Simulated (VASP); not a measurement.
Here is a VASP 6.6.1 calculation.

File INCAR:

```
SYSTEM = Ta
ALGO = Fast
EDIFF = 1E-7
ENCUT = 520
GGA = PS
ISIF = 2
ISMEAR = 0
LASPH = .True.
LCHARG = .True.
LELF = .True.
LREAL = .False.
LVHAR = .True.
LWAVE = .False.
NBANDS = 18
NELM = 100
PREC = Accurate
SIGMA = 0.1
```

The input KPOINTS:

```
k-points
0
Gamma
  16 16 16
  0 0 0
```

POSCAR

```
Ta
1.0
    0.0000000000      3.0013419522      3.0013419522
    3.0013419522      0.0000000000      3.0013419522
    3.0013419522      3.0013419522      0.0000000000
Ta
2
Direct
    0.0000000000      0.0000000000      0.0000000000
    0.2500000000      0.2500000000      0.2500000000
```

Potentials or basis: VASP PAW PBE potentials, release 64 (Ta_pv).

Run with:

```console
$ cat potpaw_PBE.64/Ta_pv/POTCAR > POTCAR
$ mpirun -np 1 vasp_std > vasp.out
```

Q: Predict the pressure.

A: 0.1 GPa.

Q: Estimate the band gap on the k mesh.

A: Zero (band 11 reaches 2.78 eV, above the bottom of band 12 at 1.74 eV).

Caveat: the PAW data sets were made with another functional, which shifts forces and pressure a little; spin-orbit coupling is left out, which moves the levels of the heavy elements.
